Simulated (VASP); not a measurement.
# Hf (P6/mmm) in VASP: a series of runs

The runs below take Hf through single point, with r2SCAN.

Everything below comes from runs of VASP 6.6.1. Logs are shortened: lines on timing, memory, paths and dates and some standing lists are left out, and cuts for length are marked.

## 1. The cell of the first run

Symmetry: P6/mmm, No. 191, hexagonal system. Conventional cell: a = 4.974 Å, b = 4.974 Å, c = 3.089 Å, α = 90.00°, β = 90.00°, γ = 120.00°. Hf (site symmetry -6m2) has 11 Hf at 2.87 to 3.26 Å within 3.8 Å. Hf (site symmetry 6/mmm) has 14 Hf at 3.09 to 3.26 Å within 4.1 Å.

## 2. Single point, r2SCAN

Input file POSCAR:

```
Hf
1.0
    4.9739363301      0.0000000000      0.0000000000
   -2.4869681651      4.3075552187      0.0000000000
    0.0000000000      0.0000000000      3.0888836447
Hf
3
Direct
    0.6666666667      0.3333333333      0.5000000000
    0.3333333333      0.6666666667      0.5000000000
    0.0000000000      0.0000000000      0.0000000000
```

Input file INCAR.step1:

```
  PREC = Accurate
  ENCUT = 520
  ISMEAR = 0
  SIGMA = 0.1
  LREAL = False
  LASPH = True
  NELM = 100
  NBANDS = 22
  GGA = PE
  ALGO = Normal
  EDIFF = 1E-4
  LWAVE = True
  LCHARG = False
```

Input file INCAR.step2:

```
  PREC = Accurate
  ENCUT = 520
  EDIFF = 1E-6
  ISMEAR = 0
  SIGMA = 0.1
  LREAL = False
  LASPH = True
  NELM = 100
  ALGO = Normal
  ISIF = 2
  LWAVE = False
  LCHARG = False
  METAGGA = R2SCAN
  LMIXTAU = True
  NBANDS = 22
  ISTART = 1
```

Input file KPOINTS:

```
regular mesh
0
Gamma
  12 12 14
```

Potentials or basis: VASP PAW PBE potentials, release 64 (Hf_pv).

Command:

```bash
> cat potpaw_PBE.64/Hf_pv/POTCAR > POTCAR
> cp INCAR.step1 INCAR
> mpirun -np 1 vasp_std > vasp.out
> cp INCAR.step2 INCAR
> mpirun -np 1 vasp_std > vasp.out
```

OUTCAR:

```text
PREC = Accurate
   ENCUT = 520
   EDIFF = 1E-6
   ISMEAR = 0
   LREAL = False
   LASPH = True
   NELM = 100
   ISIF = 2
   METAGGA = R2SCAN
   ISTART = 1

 ion  position               nearest neighbor table
   1  0.667  0.333  0.500-   2 2.87   2 2.87   2 2.87   3 3.26   3 3.26   3 3.26   3 3.26   3 3.26
                             3 3.26
   2  0.333  0.667  0.500-   1 2.87   1 2.87   1 2.87   3 3.26   3 3.26   3 3.26   3 3.26   3 3.26
                             3 3.26
   3  0.000  0.000  0.000-   1 3.26   2 3.26   1 3.26   2 3.26   1 3.26   1 3.26   2 3.26   2 3.26
                             1 3.26   1 3.26   2 3.26   2 3.26

  LATTYP: Found a hexagonal cell.
 ALAT       =     4.9739363301
 C/A-ratio  =     0.6210139092

  Lattice vectors:

 A1 = (   4.9739363301,   0.0000000000,   0.0000000000)
 A2 = (  -2.4869681651,   4.3075552187,   0.0000000000)
 A3 = (   0.0000000000,   0.0000000000,   3.0888836447)

Analysis of symmetry for initial positions (statically):
=====================================================================
 Subroutine PRICEL returns:
 Original cell was already a primitive cell.

 Routine SETGRP: Setting up the symmetry group for a
 hexagonal supercell.

 Subroutine GETGRP returns: Found 24 space group operations
 (whereof 24 operations were pure point group operations)
 out of a pool of 24 trial point group operations.

The static configuration has the point symmetry D_6h.

Analysis of symmetry for dynamics (positions and initial velocities):
=====================================================================
 Subroutine PRICEL returns:
 Original cell was already a primitive cell.

 Routine SETGRP: Setting up the symmetry group for a
 hexagonal supercell.

 Subroutine GETGRP returns: Found 24 space group operations
 (whereof 24 operations were pure point group operations)
 out of a pool of 24 trial point group operations.

The dynamic configuration has the point symmetry D_6h.

 Subroutine INISYM returns: Found 24 space group operations
 (whereof 24 operations are pure point group operations),
 and found     1 'primitive' translations

----------------------------------------------------------------------------------------

                                     Primitive cell

  volume of cell :      66.1809

  direct lattice vectors                    reciprocal lattice vectors
[... 81 lines left out ...]
   ISTART =      1    job   : 0-new  1-cont  2-samecut
   ICHARG =      0    charge: 1-file 2-atom 10-const
   ISPIN  =      1    spin polarized calculation?
   LNONCOLLINEAR =      F non collinear calculations
   LSORBIT =      F    spin-orbit coupling
   LASPH  =      T    aspherical Exc in radial PAW
   ENCUT  =  520.0 eV  38.22 Ry    6.18 a.u.   9.25  9.25  5.74*2*pi/ulx,y,z
   NELM   =    100;   NELMIN=  2; NELMDL=  0     # of ELM steps
   EDIFF  = 0.1E-05   stopping-criterion for ELM
   LREAL  =      F    real-space projection
   EDIFFG = 0.1E-04   stopping-criterion for IOM
   NSW    =      0    number of steps for IOM
   IBRION =     -1    ionic relax: 0-MD 1-quasi-New 2-CG
   NFREE  =      0    steps in history (QN), initial steepest desc. (CG)
   ISIF   =      2    stress and relaxation
   ISYM   =      2    0-nonsym 1-usesym 2-fastsym
   POTIM  = 0.5000    time-step for ionic-motion
   TEBEG  =    0.0;   TEEND  =   0.0 temperature during run
   PSTRESS=    0.0 pullay stress
   NELECT =      30.0000    total number of electrons
   NUPDOWN=      -1.0000    fix difference up-down
   EMIN   =  10.00;   EMAX   =-10.00  energy-range for DOS
   EFERMI =   0.00;   METHOD = LEGACY
   ISMEAR =     0;   SIGMA  =   0.10  broadening in eV -4-tet -1-fermi 0-gaus
   EFERMI_NEDOS =   21; number of points for ismear=-14 and -15
   IALGO  =     38    algorithm
   IMIX   =      4    mixing-type and parameters
     AMIX     =   0.40;   BMIX     =  1.00
     AMIX_MAG =   1.60;   BMIX_MAG =  1.00
  volume/ion in A,a.u.               =      22.06       148.87
  Fermi-wavevector in a.u.,A,eV,Ry     =   1.257586  2.376493 21.517922  1.581523
  Thomas-Fermi vector in A             =   2.391238
   LORBIT       =      0    0 simple, 1 ext, 2 COOP (PROOUT), +10 PAW based schemes
   METAGGA = R2SCAN    functional components
   LHFCALC =     F    Hartree Fock is set to
   AEXX    =    0.0000 exact exchange contribution
   IVDW    =     0    specifies the selected vdW correction
   LEPSILON=     F    determine dielectric tensor
   LRPA    =     F    only Hartree local field effects (RPA)
 non-spin polarized calculation
 Gauss-broadening in eV      SIGMA  =   0.10
  energy-cutoff  :      520.00
  volume of cell :       66.18
 maximum number of plane-waves:      1802
 NGX is ok and might be reduce to    40
   NGX = 19   NGY = 19   NGZ = 11

 number of electron      30.0000003 magnetization

 Free energy of the ion-electron system (eV)
  ---------------------------------------------------
  ext. energy  EPLUGINS =         0.00000000
  ---------------------------------------------------
  free energy    TOTEN  =      -135.35517969 eV

  energy without entropy =     -135.34501732  energy(sigma->0) =     -135.35009851

 E-fermi :   4.7340     XC(G=0): -12.2282

 val. band max:        4.7318225116   @ k =   0.3333   0.1667   0.0714
 cond. band min:       4.7512912033   @ k =   0.4167   0.0833   0.3571
 fundamental gap:      0.0194686917
 Fermi energy:         4.7339597106

 k-point     1 :       0.0000    0.0000    0.0000
  band No.  band energies     occupation
      1     -27.1114      2.00000
      2     -27.1114      2.00000
      3     -27.1057      2.00000
      4     -27.1057      2.00000
      5     -26.7148      2.00000
      6     -26.4806      2.00000
[... 589 lines left out ...]
     21       8.2727      0.00000
     22       9.1494      0.00000

 [... further k-points ...]
[... 5 lines left out ...]
  --------------------------------------------------------------------------------------
  -------------------------------------------------------------------------------------
  Total       -0.2328136     -0.2328136     -0.2316440      0.0000000      0.0000000      0.0000000
  in kB       -5.6361995     -5.6361995     -5.6078830      0.0000000      0.0000000      0.0000000
  external PRESSURE =      -5.6267607 kB  Pullay stress =       0.0000000 kB

 VOLUME and BASIS-vectors are now :
 -----------------------------------------------------------------------------
  energy-cutoff  :      520.00
  volume of cell :       66.18
      direct lattice vectors                 reciprocal lattice vectors
     4.973936330  0.000000000  0.000000000     0.201048010  0.116075123  0.000000000
    -2.486968165  4.307555219  0.000000000     0.000000000  0.232150245  0.000000000
     0.000000000  0.000000000  3.088883645     0.000000000  0.000000000  0.323741557

 POSITION                                       TOTAL-FORCE (eV/Angst)
 -----------------------------------------------------------------------------------
      2.48697      1.43585      1.54444         0.000000     -0.000000      0.000000
     -0.00000      2.87170      1.54444        -0.000000      0.000000     -0.000000
      0.00000      0.00000      0.00000        -0.000000      0.000000     -0.000000
 -----------------------------------------------------------------------------------
    total drift:                                0.000000     -0.000000      0.000000

  FREE ENERGIE OF THE ION-ELECTRON SYSTEM (eV)
  ---------------------------------------------------
  free  energy   TOTEN  =      -135.3551796877 eV

  energy  without entropy=     -135.3450173233  energy(sigma->0) =     -135.35009851
```

Run time: 4.9 min. Hardware: 1 thread of Intel Xeon 6975P-C (Granite Rapids), shared host; peak memory 0.31 GiB.

Results:

- Free energy: -135.3552 eV
- Pressure: -0.6 GPa
- Band gap on the k mesh: zero (band 15 reaches 5.12 eV, above the bottom of band 16 at 4.21 eV)

Caveat: the PAW data sets were made with another functional, which shifts forces and pressure a little; spin-orbit coupling is left out, which moves the levels of the heavy elements.

## 3. Single point, r2SCAN

This run uses another cell than the first one, of 21.94 Å³/atom, 0.994 times its volume.

Input file POSCAR:

```
Hf
1.0
    4.9623295440      0.0000000000      0.0000000000
   -2.4811647720      4.2975034470      0.0000000000
    0.0000000000      0.0000000000      3.0862322500
Hf
3
Direct
    0.6666666700      0.3333333300      0.5000000000
    0.3333333300      0.6666666700      0.5000000000
    0.0000000000      0.0000000000      0.0000000000
```

Input file INCAR.step1:

```
ALGO = Normal
EDIFF = 1E-4
ENCUT = 520
GGA = PE
ISMEAR = 0
LASPH = T
LCHARG = F
LREAL = F
LWAVE = T
NBANDS = 22
NELM = 100
PREC = Accurate
SIGMA = 0.1
```

Input file INCAR.step2:

```
ALGO = Normal
EDIFF = 1E-7
ENCUT = 520
ISIF = 2
ISMEAR = 0
ISTART = 1
LASPH = T
LCHARG = T
LELF = T
LMIXTAU = T
LREAL = F
LVHAR = T
LWAVE = F
METAGGA = R2SCAN
NBANDS = 22
NELM = 100
PREC = Accurate
SIGMA = 0.1
```

Input file KPOINTS:

```
k-points
0
Gamma
  6 6 6
```

Potentials or basis: VASP PAW PBE potentials, release 64 (Hf_pv).

Command:

```bash
> cat potpaw_PBE.64/Hf_pv/POTCAR > POTCAR
> cp INCAR.step1 INCAR
> mpirun -np 1 vasp_std > vasp.out
> cp INCAR.step2 INCAR
> mpirun -np 1 vasp_std > vasp.out
```

Run time: 75 s. Hardware: 1 thread of Intel Xeon 6975P-C (Granite Rapids), shared host; peak memory 0.2 GiB.

Results (log left out):

```
Free energy            : -135.3703 eV
Pressure               : 0.1 GPa
Band gap on the k mesh : zero (band 15 reaches 5.17 eV, above the bottom of band 16 at 4.27 eV)
```

Stress tensor (GPa, compression positive):
```
-0.02  0.00  0.00
 0.00 -0.02  0.00
 0.00  0.00  0.37
```

Levels at points of the mesh, in eV from the Fermi level:
```csv
k point,band 12,band 13,band 14,band 15,band 16,band 17,band 18,band 19
"(0.00, 0.00, 0.00)",-0.78,-0.78,-0.70,-0.70,-0.49,1.37,2.40,2.40
"(0.50, 0.00, 0.00)",-3.65,-0.44,-0.29,-0.28,0.27,0.90,1.06,1.79
"(0.00, 0.00, 0.50)",-2.62,-2.40,-2.01,-2.01,1.49,1.49,2.23,2.23
"(0.50, 0.00, 0.50)",-2.12,-1.46,-0.88,-0.84,0.49,0.76,1.25,1.83
```

Caveat: the PAW data sets were made with another functional, which shifts forces and pressure a little; spin-orbit coupling is left out, which moves the levels of the heavy elements.
